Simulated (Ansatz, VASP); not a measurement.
## C: VASP beside Ansatz

File POSCAR:

```
C
1.0
    0.0000000000      2.1866964559      3.3691756237
    1.2625285950      0.0000000000      3.3691756237
    1.2625285950      2.1866964559      0.0000000000
C
2
Direct
    0.1667039277      0.8332960723      0.1667039277
    0.8332960723      0.1667039277      0.8332960723
```

File INCAR.step1:

```
ALGO = Normal
EDIFF = 1E-4
ENCUT = 520
GGA = PE
ISMEAR = 0
LASPH = True
LCHARG = False
LREAL = False
LWAVE = True
NBANDS = 11
NELM = 80
PREC = Accurate
SIGMA = 0.05
```

The input INCAR.step2:

```
ALGO = Normal
EDIFF = 1E-7
ENCUT = 520
ISIF = 2
ISMEAR = 0
ISTART = 1
LASPH = True
LCHARG = False
LMIXTAU = True
LREAL = False
LWAVE = False
METAGGA = R2SCAN
NBANDS = 11
NELM = 80
PREC = Accurate
SIGMA = 0.05
```

The input KPOINTS:

```
k-points
0
Gamma
  14 14 14
```

Input for Ansatz:

```yaml
crystal:
  lattice:
    - [0.0, 2.1866964559, 3.3691756237]
    - [1.262528595, 0.0, 3.3691756237]
    - [1.262528595, 2.1866964559, 0.0]
  atoms:
    - { symbol: C, position: [0.1667039277, 0.8332960723, 0.1667039277] }
    - { symbol: C, position: [0.8332960723, 0.1667039277, 0.8332960723] }
basis:
  ecutwfc: 500
kpoints:
  mp_grid: { grid: [14, 14, 14] }
hamiltonian:
  xc: r2scan
scf:
  occupations: { method: gaussian, width: 0.05 }
output:
  forces: true
  stress: true
  eigenvalues: true
```

Alike in both runs: task single point; functional r2SCAN; k mesh 14 × 14 × 14; occupations gaussian, width 0.05 eV; no spin polarisation.

```csv
,VASP,Ansatz
version,VASP 6.6.1,Ansatz 0.2.0
potentials or method,"VASP PAW PBE potentials, release 64 (C), cutoff 520 eV","scalar-relativistic, plane waves, PAW"
valence electrons in the cell,8,8
```

VASP gave:

- gap on the k mesh at the Fermi level (eV): 0.30
- least direct gap on the mesh (eV): 0.38
- pressure (GPa): -19.9
- traceless stress, the component that is largest in VASP (GPa): 21.78
- rms of the force components (eV/Å): 0.009

Task: What did Ansatz give for the same quantities?

Result: gap on the k mesh at the Fermi level (eV): 0.30; least direct gap on the mesh (eV): 0.38; pressure (GPa): -20.5; traceless stress, the component that is largest in VASP (GPa): 22.47; rms of the force components (eV/Å): 0.009.

VASP's potentials were made for PBE, not for r2SCAN. Atom by atom the forces differ by 0.000 eV/Å (rms over components).
